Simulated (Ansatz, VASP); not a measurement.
**One calculation of Zr, two programs**

```xyz
1
Lattice="-1.8397 1.8397 1.8397 1.8397 -1.8397 1.8397 1.8397 1.8397 -1.8397" Properties=species:S:1:pos:R:3 pbc="T T T"
Zr    0.0000    0.0000    0.0000
```

Change from the starting cell: volume scaled by 1.05, PAW files.

Alike in both runs: task electric field gradients; functional PBE; k mesh 14 × 14 × 14; occupations fermi-dirac, width 0.08 eV; no spin polarisation.

```csv
,VASP,Ansatz
version,VASP 6.6.1,Ansatz 0.2.0
potentials or method,"VASP PAW PBE potentials, release 64 (Zr_sv)","PAW with Ansatz's default frozen-core files, scalar-relativistic"
plane-wave cutoff (eV),400,420
valence electrons in the cell,12,12
```

VASP gave:

* pressure (GPa): -6.7

Task: Estimate Ansatz's values.

Result: Pressure (GPa): -6.5.
